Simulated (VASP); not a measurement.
# ScAl7N8 (P3m1) in VASP: single point with r2SCAN

Aim: the single point of ScAl7N8 with r2SCAN.

Program: VASP 6.6.1. These are calculated values, not measurements. Logs are shortened: lines on timing, memory, paths and dates and some standing lists are left out, and cuts for length are marked.

## 1. The cell of the first run

The structure is trigonal, space group P3m1 (No. 156). Conventional cell: a = 6.326 Å, b = 6.326 Å, c = 5.011 Å, α = 90.00°, β = 90.00°, γ = 120.00°. Al (site symmetry m) has 4 N at 1.88 to 1.91 Å within 2.5 Å. Within 2.5 Å of Al (site symmetry m) lie 4 N at 1.87 to 1.93 Å. Within 2.5 Å of Al (site symmetry 3m) lie 4 N at 1.91 to 1.92 Å. Within 2.7 Å of Sc (site symmetry 3m) lie 4 N at 2.03 to 2.13 Å. N (site symmetry 3m) has 3 Al at 1.91 Å and 1 Sc at 2.13 Å within 2.5 Å. Within 2.5 Å of N (site symmetry m) lie 3 Al at 1.87 to 1.88 Å and 1 Sc at 2.03 Å. Within 2.5 Å of N (site symmetry m) lie 4 Al at 1.91 Å. Within 2.5 Å of N (site symmetry 3m) lie 4 Al at 1.92 to 1.93 Å.

## 2. Single point, r2SCAN

Input file POSCAR:

```
ScAl7N8
1.0
    6.3264611686      0.0000000000      0.0000000000
   -3.1632305843      5.4788760881      0.0000000000
    0.0000000000      0.0000000000     10.0217963200
Al Sc N
14 2 16
Direct
    0.3365660608      0.1634339392      0.2507483350
    0.3365660608      0.1634339392      0.7507483350
    0.1681236247      0.8340618124     -0.0006275102
    0.3365660608      0.6731321216      0.2507483350
    0.1681236247      0.8340618124      0.4993724898
    0.3365660608      0.6731321216      0.7507483350
    0.6659381876      0.3318763753     -0.0006275102
    0.8268678784      0.1634339392      0.2507483350
    0.6659381876      0.3318763753      0.4993724898
    0.8268678784      0.1634339392      0.7507483350
    0.6659381876      0.8340618124     -0.0006275102
    0.8333333333      0.6666666667      0.2489293254
    0.6659381876      0.8340618124      0.4993724898
    0.8333333333      0.6666666667      0.7489293254
    0.1666666667      0.3333333333     -0.0044379873
    0.1666666667      0.3333333333      0.4955620127
    0.1666666667      0.3333333333      0.2082011188
    0.3444079356      0.1555920644      0.4383531989
    0.1666666667      0.3333333333      0.7082011188
    0.3444079356      0.1555920644      0.9383531989
    0.1653579085      0.8326789542      0.1897517836
    0.3444079356      0.6888158713      0.4383531989
    0.1653579085      0.8326789542      0.6897517836
    0.3444079356      0.6888158713      0.9383531989
    0.6673210458      0.3346420915      0.1897517836
    0.8111841287      0.1555920644      0.4383531989
    0.6673210458      0.3346420915      0.6897517836
    0.8111841287      0.1555920644      0.9383531989
    0.6673210458      0.8326789542      0.1897517836
    0.8333333333      0.6666666667      0.4406301212
    0.6673210458      0.8326789542      0.6897517836
    0.8333333333      0.6666666667      0.9406301212
```

Input file INCAR.step1:

```
SYSTEM = ScAl7N8
ALGO = Normal
EDIFF = 1E-4
ENCUT = 520
GGA = PE
ISMEAR = 0
LASPH = .TRUE.
LCHARG = .FALSE.
LREAL = Auto
LWAVE = .TRUE.
NBANDS = 94
NELM = 80
PREC = Accurate
SIGMA = 0.01
```

Input file INCAR.step2:

```
SYSTEM = ScAl7N8
ALGO = Normal
EDIFF = 1E-7
ENCUT = 520
ISIF = 2
ISMEAR = 0
ISTART = 1
LASPH = .TRUE.
LCHARG = .FALSE.
LMIXTAU = .TRUE.
LREAL = Auto
LWAVE = .FALSE.
METAGGA = R2SCAN
NBANDS = 94
NELM = 80
PREC = Accurate
SIGMA = 0.01
```

Input file KPOINTS:

```
k-points
0
G
  4 4 3
  0 0 0
```

Potentials or basis: VASP PAW PBE potentials, release 64 (Al, Sc_sv, N).

The run is started by

```sh
$ cat potpaw_PBE.64/Al/POTCAR potpaw_PBE.64/Sc_sv/POTCAR potpaw_PBE.64/N/POTCAR > POTCAR
$ cp INCAR.step1 INCAR
$ mpirun -np 1 vasp_std > vasp.out
$ cp INCAR.step2 INCAR
$ mpirun -np 1 vasp_std > vasp.out
```

OUTCAR:

```text
SYSTEM = ScAl7N8
   EDIFF = 1E-7
   ENCUT = 520
   ISIF = 2
   ISMEAR = 0
   ISTART = 1
   LASPH = .TRUE.
   LREAL = Auto
   METAGGA = R2SCAN
   NELM = 80
   PREC = Accurate

 ion  position               nearest neighbor table
   1  0.337  0.163  0.251-  18 1.88  17 1.91  25 1.91  21 1.91   9 3.08   5 3.08  16 3.08   7 3.10
                             3 3.10   8 3.10   4 3.10  15 3.16  12 3.16  12 3.16   8 3.22   4 3.22
   2  0.337  0.163  0.751-  20 1.88  19 1.91  27 1.91  23 1.91   7 3.08   3 3.08  15 3.08   9 3.10
                             5 3.10  10 3.10   6 3.10  16 3.16  14 3.16  14 3.16  10 3.22   6 3.22
   3  0.168  0.834  0.999-  24 1.87  20 1.87  21 1.91  32 1.93   2 3.08   6 3.08   1 3.10   4 3.10
                            12 3.10  14 3.11  11 3.15   7 3.15  15 3.16  15 3.16  11 3.18   7 3.18
   4  0.337  0.673  0.251-  22 1.88  17 1.91  21 1.91  29 1.91  13 3.08   5 3.08  16 3.08  11 3.10
                             3 3.10   8 3.10   1 3.10  15 3.16  12 3.16  12 3.16   1 3.22   8 3.22
   5  0.168  0.834  0.499-  22 1.87  18 1.87  23 1.91  30 1.93   1 3.08   4 3.08   2 3.10   6 3.10
                            14 3.10  12 3.11  13 3.15   9 3.15  16 3.16  16 3.16  13 3.18   9 3.18
   6  0.337  0.673  0.751-  24 1.88  19 1.91  23 1.91  31 1.91  11 3.08   3 3.08  15 3.08  13 3.10
                             5 3.10  10 3.10   2 3.10  16 3.16  14 3.16  14 3.16   2 3.22  10 3.22
   7  0.666  0.332  0.999-  20 1.87  28 1.87  25 1.91  32 1.93   2 3.08  10 3.08   1 3.10   8 3.10
                            12 3.10  14 3.11   3 3.15  11 3.15  15 3.16  15 3.16  11 3.18   3 3.18
   8  0.827  0.163  0.251-  26 1.88  17 1.91  25 1.91  29 1.91  13 3.08   9 3.08  16 3.08  11 3.10
                             7 3.10   1 3.10   4 3.10  15 3.16  12 3.16  12 3.16   1 3.22   4 3.22
   9  0.666  0.332  0.499-  18 1.87  26 1.87  27 1.91  30 1.93   1 3.08   8 3.08   2 3.10  10 3.10
[... 38 lines left out ...]
 A1 = (   6.3264611686,   0.0000000000,   0.0000000000)
 A2 = (  -3.1632305843,   5.4788760881,   0.0000000000)
 A3 = (   0.0000000000,   0.0000000000,  10.0217963200)

Analysis of symmetry for initial positions (statically):
=====================================================================
 Subroutine PRICEL returns following result:

  LATTYP: Found a hexagonal cell.
 ALAT       =     6.3264611686
 C/A-ratio  =     0.7920538871

  Lattice vectors:

 A1 = (   6.3264611686,   0.0000000000,   0.0000000000)
 A2 = (  -3.1632305843,   5.4788760881,   0.0000000000)
 A3 = (   0.0000000000,   0.0000000000,   5.0108981600)

   2 primitive cells build up your supercell.

 Routine SETGRP: Setting up the symmetry group for a
 hexagonal supercell.

 Subroutine GETGRP returns: Found  6 space group operations
 (whereof  2 operations were pure point group operations)
 out of a pool of 24 trial point group operations.

The static configuration has the point symmetry C_1h.
 The point group associated with its full space group is C_3v.

Analysis of symmetry for dynamics (positions and initial velocities):
=====================================================================
 Subroutine PRICEL returns following result:

  LATTYP: Found a hexagonal cell.
 ALAT       =     6.3264611686
 C/A-ratio  =     0.7920538871

  Lattice vectors:

 A1 = (   6.3264611686,   0.0000000000,   0.0000000000)
 A2 = (  -3.1632305843,   5.4788760881,   0.0000000000)
 A3 = (   0.0000000000,   0.0000000000,   5.0108981600)

   2 primitive cells build up your supercell.

 Routine SETGRP: Setting up the symmetry group for a
 hexagonal supercell.

 Subroutine GETGRP returns: Found  6 space group operations
 (whereof  2 operations were pure point group operations)
 out of a pool of 24 trial point group operations.

The dynamic configuration has the point symmetry C_1h.
 The point group associated with its full space group is C_3v.

 Subroutine INISYM returns: Found  6 space group operations
 (whereof  2 operations are pure point group operations),
 and found     2 'primitive' translations

----------------------------------------------------------------------------------------

                                     Primitive cell

  volume of cell :     173.6872

  direct lattice vectors                    reciprocal lattice vectors
     6.326461169  0.000000000  0.000000000     0.158066251  0.091259593  0.000000000
    -3.163230584  5.478876088  0.000000000     0.000000000  0.182519185  0.000000000
     0.000000000  0.000000000  5.010898160     0.000000000  0.000000000  0.199565022

  length of vectors
     6.326461169  6.326461169  5.010898160     0.182519185  0.182519185  0.199565022

  position of ions in fractional coordinates (direct lattice)
     0.336566061  0.163433939  0.501496670
     0.168123625  0.834061812  0.998744980
[... 46 lines left out ...]
     0.000000000  0.045629796  0.000000000     0.000000000  0.250000000  0.000000000
     0.000000000  0.000000000  0.033260837     0.000000000  0.000000000  0.333333333

  Length of vectors
     0.045629796  0.045629796  0.033260837

  Shift w.r.t. Gamma in fractional coordinates (k-lattice)
     0.000000000  0.000000000  0.000000000

 Subroutine IBZKPT returns following result:
 ===========================================

 Found      9 irreducible k-points:

 Following reciprocal coordinates:
            Coordinates               Weight
  0.000000  0.000000  0.000000      1.000000
  0.250000  0.000000  0.000000      6.000000
  0.500000  0.000000  0.000000      3.000000
  0.250000  0.250000  0.000000      6.000000
  0.000000  0.000000  0.333333      2.000000
  0.250000  0.000000  0.333333      6.000000
  0.000000  0.250000  0.333333      6.000000
  0.500000  0.000000  0.333333      6.000000
  0.250000  0.250000  0.333333     12.000000
   k-points           NKPTS =      9   k-points in BZ     NKDIM =      9   number of bands    NBANDS=     94
   number of dos      NEDOS =    301   number of ions     NIONS =     32
   total plane-waves  NPLWV = 184320
   dimension x,y,z NGX =    48 NGY =   48 NGZ =   80
   dimension x,y,z NGXF=    96 NGYF=   96 NGZF=  160
   ions per type =              14   2  16
   NGX,Y,Z   is equivalent  to a cutoff of  12.61, 12.61, 13.27 a.u.
   NGXF,Y,Z  is equivalent  to a cutoff of  25.23, 25.23, 26.54 a.u.
 SYSTEM =  ScAl7N8
   PREC   = accura    normal or accurate (medium, high low for compatibility)
   ISTART =      1    job   : 0-new  1-cont  2-samecut
   ICHARG =      0    charge: 1-file 2-atom 10-const
   ISPIN  =      1    spin polarized calculation?
   LNONCOLLINEAR =      F non collinear calculations
   LSORBIT =      F    spin-orbit coupling
   LASPH  =      T    aspherical Exc in radial PAW
   ENCUT  =  520.0 eV  38.22 Ry    6.18 a.u.  11.76 11.76 18.63*2*pi/ulx,y,z
   NELM   =     80;   NELMIN=  2; NELMDL=  0     # of ELM steps
   EDIFF  = 0.1E-06   stopping-criterion for ELM
   LREAL  =      T    real-space projection
   EDIFFG = 0.1E-05   stopping-criterion for IOM
   NSW    =      0    number of steps for IOM
   IBRION =     -1    ionic relax: 0-MD 1-quasi-New 2-CG
   NFREE  =      0    steps in history (QN), initial steepest desc. (CG)
   ISIF   =      2    stress and relaxation
   ISYM   =      2    0-nonsym 1-usesym 2-fastsym
   POTIM  = 0.5000    time-step for ionic-motion
   TEBEG  =    0.0;   TEEND  =   0.0 temperature during run
   PSTRESS=    0.0 pullay stress
   NELECT =     144.0000    total number of electrons
   NUPDOWN=      -1.0000    fix difference up-down
   EMIN   =  10.00;   EMAX   =-10.00  energy-range for DOS
   EFERMI =   0.00;   METHOD = LEGACY
   ISMEAR =     0;   SIGMA  =   0.01  broadening in eV -4-tet -1-fermi 0-gaus
   EFERMI_NEDOS =   21; number of points for ismear=-14 and -15
   IALGO  =     38    algorithm
   IMIX   =      4    mixing-type and parameters
     AMIX     =   0.40;   BMIX     =  1.00
     AMIX_MAG =   1.60;   BMIX_MAG =  1.00
  volume/ion in A,a.u.               =      10.86        73.26
  Fermi-wavevector in a.u.,A,eV,Ry     =   1.220665  2.306722 20.272982  1.490022
  Thomas-Fermi vector in A             =   2.355874
   LORBIT       =      0    0 simple, 1 ext, 2 COOP (PROOUT), +10 PAW based schemes
   METAGGA = R2SCAN    functional components
   LHFCALC =     F    Hartree Fock is set to
   AEXX    =    0.0000 exact exchange contribution
   IVDW    =     0    specifies the selected vdW correction
   LEPSILON=     F    determine dielectric tensor
   LRPA    =     F    only Hartree local field effects (RPA)
 non-spin polarized calculation
 Gauss-broadening in eV      SIGMA  =   0.01
  energy-cutoff  :      520.00
  volume of cell :      347.37
 maximum number of plane-waves:      9386
 NGX is ok and might be reduce to    48
   NGX = 23   NGY = 23   NGZ = 37

 number of electron     144.0000012 magnetization

 Free energy of the ion-electron system (eV)
  ---------------------------------------------------
  ext. energy  EPLUGINS =         0.00000000
  ---------------------------------------------------
  free energy    TOTEN  =      -316.50657838 eV

  energy without entropy =     -316.50657838  energy(sigma->0) =     -316.50657838

 E-fermi :   5.3732     XC(G=0): -11.3974

 val. band max:        5.3311725812   @ k =   0.0000   0.0000   0.0000
 cond. band min:      10.0195387074   @ k =   0.0000   0.0000   0.0000
 fundamental gap:      4.6883661262
 Fermi energy:         5.3732399221

 k-point     1 :       0.0000    0.0000    0.0000
  band No.  band energies     occupation
      1     -43.1848      2.00000
      2     -43.1847      2.00000
      3     -21.0505      2.00000
      4     -21.0505      2.00000
      5     -21.0498      2.00000
      6     -21.0498      2.00000
[... 772 lines left out ...]
     83      12.1238      0.00000
     84      12.3928      0.00000
 [bands above 84 left out]

------------------------ aborting loop because EDIFF is reached ----------------------------------------

  FORCE on cell =-STRESS in cart. coord.  units (eV):
  Direction    XX          YY          ZZ          XY          YZ          ZX
  --------------------------------------------------------------------------------------
  -------------------------------------------------------------------------------------
  Total       -0.1704226     -0.1704226     -0.1851037     -0.0000000      0.0000000      0.0000000
  in kB       -0.7860312     -0.7860312     -0.8537443     -0.0000000      0.0000000      0.0000000
  external PRESSURE =      -0.8086022 kB  Pullay stress =       0.0000000 kB

 VOLUME and BASIS-vectors are now :
 -----------------------------------------------------------------------------
  energy-cutoff  :      520.00
  volume of cell :      347.37
      direct lattice vectors                 reciprocal lattice vectors
     6.326461169  0.000000000  0.000000000     0.158066251  0.091259593  0.000000000
    -3.163230584  5.478876088  0.000000000     0.000000000  0.182519185  0.000000000
     0.000000000  0.000000000 10.021796320     0.000000000  0.000000000  0.099782511

 POSITION                                       TOTAL-FORCE (eV/Angst)
 -----------------------------------------------------------------------------------
      1.61229      0.89543      2.51295         0.006170     -0.003562     -0.000959
      1.61229      0.89543      7.52385         0.006170     -0.003562     -0.000959
     -1.57470      4.56972     10.01551        -0.002475     -0.001429     -0.001666
      0.00000      3.68801      2.51295        -0.000000      0.007125     -0.000959
     -1.57470      4.56972      5.00461        -0.002475     -0.001429     -0.001666
      0.00000      3.68801      7.52385        -0.000000      0.007125     -0.000959
[... 24 lines left out ...]
      1.58783      4.56214      6.91255         0.000108     -0.000062     -0.002206
      3.16323      3.65258      9.42680        -0.000000     -0.000000      0.003386
 -----------------------------------------------------------------------------------
    total drift:                                0.000006     -0.000005     -0.114189

  FREE ENERGIE OF THE ION-ELECTRON SYSTEM (eV)
  ---------------------------------------------------
  free  energy   TOTEN  =      -316.5065783803 eV

  energy  without entropy=     -316.5065783803  energy(sigma->0) =     -316.50657838
```

It took 25 min on 1 thread of Oxide Virtual Turin-like, shared host; peak memory 0.55 GiB.

Results:

| Item | Value |
| --- | --- |
| Free energy | -316.5066 eV |
| Pressure | -0.1 GPa |
| Largest force | 0.108 eV/Å |
| Band gap on the k mesh | 4.69 eV |

Forces in eV/Å, atoms in the order of the input:
```
Al   0.006 -0.004 -0.001
Al   0.006 -0.004 -0.001
Al  -0.002 -0.001 -0.002
Al   0.000  0.007 -0.001
Al  -0.002 -0.001 -0.002
Al   0.000  0.007 -0.001
Al   0.000  0.003 -0.002
Al  -0.006 -0.004 -0.001
Al   0.000  0.003 -0.002
Al  -0.006 -0.004 -0.001
Al   0.002 -0.001 -0.002
Al   0.000  0.000 -0.006
Al   0.002 -0.001 -0.002
Al   0.000  0.000 -0.006
Sc   0.000  0.000  0.029
Sc   0.000  0.000  0.029
N    0.000  0.000  0.079
N    0.089 -0.052 -0.030
N    0.000  0.000  0.079
N    0.089 -0.052 -0.030
N    0.000  0.000 -0.002
N    0.000  0.103 -0.030
N    0.000  0.000 -0.002
N    0.000  0.103 -0.030
N    0.000  0.000 -0.002
N   -0.089 -0.052 -0.030
N    0.000  0.000 -0.002
N   -0.089 -0.052 -0.030
N    0.000  0.000 -0.002
N    0.000  0.000  0.003
N    0.000  0.000 -0.002
N    0.000  0.000  0.003
```

Caveat: the PAW data sets were made with another functional, which shifts forces and pressure a little. A k mesh can miss the band edges.
